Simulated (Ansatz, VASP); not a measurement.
Hf2H3 in VASP and in Ansatz

File INCAR:

```
ALGO = Normal ; EDIFF = 1E-7
EDIFFG = -0.04 ; ENCUT = 600
GGA = PE ; IBRION = 2
ISIF = 3 ; ISMEAR = 0
LASPH = True ; LCHARG = False
LREAL = False ; LWAVE = False
NELM = 100 ; NSW = 90
PREC = Accurate ; SIGMA = 0.1
```

KPOINTS

```
k-points
0
Gamma
  6 6 6
```

POSCAR

```
Hf2H3
1.0
    3.7292425998      0.0000000000      0.0000000000
    0.0000000000      3.7292425998      0.0000000000
    0.0000000000      0.0000000000      3.7292425998
Hf H
2 3
Direct
    0.5000000000      0.5000000000      0.5000000000
    0.0000000000      0.0000000000      0.0000000000
    0.0000000000      0.5000000000      0.5000000000
    0.5000000000      0.0000000000      0.5000000000
    0.5000000000      0.5000000000      0.0000000000
```

Input for Ansatz:

```yaml
crystal:
  lattice:
    - [3.7292425998, 0.0, 0.0]
    - [0.0, 3.7292425998, 0.0]
    - [0.0, 0.0, 3.7292425998]
  atoms:
    - { symbol: Hf, position: [0.5, 0.5, 0.5] }
    - { symbol: Hf, position: [0.0, 0.0, 0.0] }
    - { symbol: H, position: [0.0, 0.5, 0.5] }
    - { symbol: H, position: [0.5, 0.0, 0.5] }
    - { symbol: H, position: [0.5, 0.5, 0.0] }
basis:
  ecutwfc: 420
kpoints:
  mp_grid: { grid: [6, 6, 6] }
hamiltonian:
  xc: pbe
scf:
  occupations: { method: gaussian, width: 0.1 }
  lower_state_search: "off"
output:
  forces: true
  stress: true
  eigenvalues: true
relax:
  adjacent_minimum: "off"
  f_tol: 0.04
  max_steps: 70
  cell: { stress_tol: 0.4 }
```

Alike in both runs: task relaxation of cell and atoms; functional PBE; k mesh 6 × 6 × 6; occupations gaussian, width 0.1 eV; no spin polarisation.

|  | VASP | Ansatz |
| --- | --- | --- |
| version | VASP 6.6.1 | Ansatz 0.2.0 |
| potentials or method | VASP PAW PBE potentials, release 64 (Hf_pv, H), cutoff 600 eV | scalar-relativistic, plane waves, PAW |
| valence electrons in the cell | 23 | 55 |

|  | VASP | Ansatz | Ansatz less VASP |
| --- | --- | --- | --- |
| gap on the k mesh at the Fermi level, each at its own relaxed structure (eV) | none | none | - |
| relaxed volume (Å³/atom) | 10.37 | 10.37 | 0.000 |
| relaxed cell length with the largest relative difference (Å) | 3.729 | 3.729 | 0.0000 |

A gap of «none» marks a metal or a gap that the smearing closes. VASP's potentials hold 23 valence electrons a cell and Ansatz's 55, so a difference there can come from the potentials and not from the codes.

Neither program's run includes spin-orbit coupling. Noted on VASP's run: the relaxation stopped at its first step, so nothing moved.
